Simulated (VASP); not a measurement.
A run of VASP 6.6.1 is set up as follows.

Contents of INCAR:

```
SYSTEM = C
ALGO     = Normal         ! electronic algorithm
EDIFF    = 1E-7           ! SCF threshold, eV
EDIFFG   = -0.005         ! ionic threshold
ENCUT    = 600            ! plane-wave cutoff, eV
GGA      = PS             ! functional
IBRION   = 2              ! ionic algorithm
ISIF     = 3              ! what is computed and relaxed
ISMEAR   = 0              ! smearing method
LASPH    = .True.         ! aspherical terms in the spheres
LCHARG   = .False.        ! write CHGCAR
LREAL    = .False.        ! projectors in reciprocal space
LWAVE    = .False.        ! write WAVECAR
NELM     = 100            ! most SCF steps
NSW      = 100            ! ionic steps
PREC     = Accurate       ! precision mode
SIGMA    = 0.02           ! smearing width, eV
```

The input KPOINTS:

```
k-points
0
Gamma
  12 12 12
  0 0 0
```

POSCAR

```
C
1.0
    0.0000000000      1.7833700000      1.7833700000
    1.7833700000      0.0000000000      1.7833700000
    1.7833700000      1.7833700000      0.0000000000
C
2
Direct
    0.0000000000      0.0000000000      0.0000000000
    0.2500000000      0.2500000000      0.2500000000
```

Potentials or basis: VASP PAW PBE potentials, release 64 (C).

Launch:

```sh
$ cat potpaw_PBE.64/C/POTCAR > POTCAR
$ mpirun -np 1 vasp_std > vasp.out
```

**Question.** What does it give for the relaxed volume?

**Answer.** 5.62 Å³/atom.

**Question.** Predict the relaxed cell.

**Answer.** a = 2.514 Å, b = 2.514 Å, c = 2.514 Å, α = 60.00°, β = 60.00°, γ = 60.00°.

**Question.** Predict the space group after relaxing (to 0.05 Å).

**Answer.** Fd-3m (No. 227).

The path:
| step | energy change (eV) | largest force (eV/Å) | pressure (GPa) | volume (Å³) |
| --- | --- | --- | --- | --- |
| 1 | 0.0000 | 0.0000 | -4.40 | 11.34 |
| 2 | 0.0010 | 0.0000 | 5.82 | 11.09 |
| 3 | -0.0016 | 0.0000 | -0.01 | 11.23 |

Caveat: the PAW data sets were made with another functional, which shifts forces and pressure a little.
